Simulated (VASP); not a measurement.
AlGaN2: single point with r2SCAN

Crystal: AlGaN2.

```
Al Ga N
1.0
     3.18391    0.00000    0.00000
     0.00000    3.18391    0.00000
     0.00000    0.00000    4.30507
Al Ga N
1 1 2
Direct
  0.50000 0.50000 0.50000
  0.00000 0.00000 0.00000
  0.50000 0.00000 0.73826
  0.00000 0.50000 0.26174
```

This cell differs from its parent crystal: ratio of the length along z to the lengths across it x 0.96, volume and fractional coordinates fixed.

```
Program             : VASP 6.6.1
Task                : single point
Functional          : r2SCAN
Potentials or basis : VASP PAW PBE potentials, release 64 (Al, Ga_d, N)
Cutoff              : 520 eV
k mesh              : 8 × 8 × 6
Occupations         : gaussian, width 0.05 eV
Spin                : no spin polarisation
```

```
Pressure               : -0.3 GPa
Largest force          : 0.068 eV/Å
Band gap on the k mesh : 3.40 eV, direct
```

Forces on the atoms (eV/Å):
```
Al   0.000  0.000  0.000
Ga   0.000  0.000  0.000
N    0.000  0.000 -0.068
N    0.000  0.000  0.068
```

Stress tensor (GPa, compression positive):
```
-1.98  0.00  0.00
 0.00 -1.98  0.00
 0.00  0.00  3.15
```

Levels at points of the mesh, in eV from the valence-band top:
| k point | band 10 | band 11 | band 12 | band 13 | band 14 | band 15 | band 16 | band 17 |
| --- | --- | --- | --- | --- | --- | --- | --- | --- |
| (0.00, 0.00, 0.00) | -2.55 | -0.07 | 0.00 | 0.00 | 3.40 | 4.02 | 7.96 | 12.16 |
| (0.50, 0.00, 0.00) | -2.76 | -2.65 | -1.16 | -0.80 | 7.72 | 7.78 | 8.49 | 8.96 |
| (0.50, 0.50, 0.00) | -2.19 | -2.15 | -2.15 | -2.11 | 3.98 | 3.98 | 7.30 | 9.76 |
| (0.00, 0.00, 0.50) | -1.71 | -1.71 | -1.08 | -1.08 | 5.94 | 6.16 | 8.61 | 9.82 |
| (0.50, 0.00, 0.50) | -1.13 | -0.73 | -0.65 | -0.37 | 5.82 | 7.28 | 10.05 | 10.32 |
| (0.50, 0.50, 0.50) | -3.98 | -3.30 | -3.20 | -3.20 | 7.10 | 7.10 | 9.70 | 11.59 |

Wall time 3.1 min on 1 thread of AMD EPYC 7R43 64-Core Processor (Zen 3) (shared host), peak memory 0.16 GiB.

Caveat: the PAW data sets were made with another functional, which shifts forces and pressure a little.
